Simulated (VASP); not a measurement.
Write the native input for VASP 6.6.1 that does the following.

```yaml
Task: single point
Functional: PBEsol
Potentials_or_basis: VASP PAW PBE potentials, release 64 (N, B)
Cutoff: 520 eV
k_mesh: 13 × 13 × 13
Occupations: fermi-dirac, width 0.05 eV
Spin: no spin polarisation
Dipole_correction: no
Further_INCAR_settings: ALGO = Normal; EDIFF = 1e-07; NBANDS = 11
```

The structure of BN lies in POSCAR:

```
BN
1.0
    0.0000000000      3.4718566277      2.1515532769
    1.2432316315      0.0000000000      2.1515532769
    1.2432316315      3.4718566277      0.0000000000
N B
1 1
Direct
    0.6666513400      0.6666513400      0.3333486600
    0.0000486500      0.0000486500      0.9999513500
```

These files were run (other wordings do the same):

INCAR

```
SYSTEM = BN
PREC = Accurate
ENCUT = 520
EDIFF = 1E-7
ISMEAR = -1
SIGMA = 0.05
LREAL = .False.
LASPH = .True.
NELM = 60
ALGO = Normal
ISIF = 2
LWAVE = .False.
LCHARG = .False.
GGA = PS
NBANDS = 11
```

KPOINTS

```
Automatic mesh
0
Gamma
  13 13 13
  0 0 0
```

Potentials or basis: VASP PAW PBE potentials, release 64 (N, B).

Run with:

```console
$ cat potpaw_PBE.64/N/POTCAR potpaw_PBE.64/B/POTCAR > POTCAR
$ mpirun -np 1 vasp_std > vasp.out
```

Results of the run:

The pressure is 5.7 GPa, the largest force is 0.011 eV/Å and the band gap on the k mesh is 3.80 eV (least direct gap 4.64 eV).

Caveat: the stress differs along the axes, from 0 to 9 GPa; the PAW data sets were made with another functional, which shifts forces and pressure a little.

Run time: 31 s on 1 thread of Intel(R) Xeon(R) 6975P-C (Granite Rapids), with other jobs on the host, peak memory 0.18 GiB.
